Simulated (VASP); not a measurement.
Al2Cu (Khatyrkite), 6 atoms in the cell. Symmetry: I4/mcm, No. 140, tetragonal system. Conventional cell: a = 6.067 Å, b = 6.067 Å, c = 4.877 Å, α = 90.00°, β = 90.00°, γ = 90.00°. Al (site symmetry m2m) has 4 Cu at 2.59 Å and 11 Al at 2.71 to 3.23 Å within 3.4 Å. Cu (site symmetry 422) has 2 Cu at 2.44 Å and 8 Al at 2.59 Å within 3.2 Å. 

* Program: VASP 6.6.1
* Task: single point
* Functional: LDA
* Potentials or basis: VASP PAW LDA potentials, release 64 (Al, Cu)
* Cutoff: 520 eV
* k mesh: 6 × 6 × 6
* Occupations: fermi-dirac, width 0.15 eV
* Spin: no spin polarisation
* Dipole correction: no
* Further INCAR settings: ALGO = Normal; EDIFF = 1e-06; NBANDS = 26

Potentials or basis: VASP PAW LDA potentials, release 64 (Al, Cu).

Command:

```sh
$ cat potpaw_LDA.64/Al/POTCAR potpaw_LDA.64/Cu/POTCAR > POTCAR
$ mpirun -np 1 vasp_std > vasp.out
```

Hardware: 1 thread of Intel(R) Xeon(R) 6975P-C (Granite Rapids) (shared host).

Problem. Estimate the wall time of this run.

Solution. It took 40 s on 1 thread of Intel(R) Xeon(R) 6975P-C (Granite Rapids) (shared host), peak memory 0.22 GiB. Counts: scf iterations 15, k points 30.
